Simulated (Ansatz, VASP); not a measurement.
One calculation of LiF, two programs

```
CELL_PARAMETERS angstrom
0.00000 1.91966 1.91966
1.91966 0.00000 1.91966
1.91966 1.91966 0.00000
ATOMIC_POSITIONS crystal
Li 0.00000 0.00000 0.00000
F 0.50000 0.50000 0.50000
```

Change from the starting cell: hydrostatic strain -3.8%.

Alike in both runs: task single point; functional r2SCAN; k mesh 10 × 10 × 10; no spin polarisation.

|  | VASP | Ansatz |
| --- | --- | --- |
| version | VASP 6.6.1 | Ansatz 0.2.0 |
| potentials or method | VASP PAW PBE potentials, release 64 (Li_sv, F) | plane waves, PAW |
| plane-wave cutoff (eV) | 520 | 500 |
| occupations | gaussian, width 0.01 eV | fixed |
| valence electrons in the cell | 10 | 10 |

Ansatz gave:

```
gap on the k mesh at the Fermi level (eV) : 11.53
```

Question: What did VASP give for the same quantities?

Answer: gap on the k mesh at the Fermi level (eV): 11.73.

VASP's potentials were made for PBE, not for r2SCAN.

Noted on VASP's run: the cutoff is short for stress, so the pressure is rough.
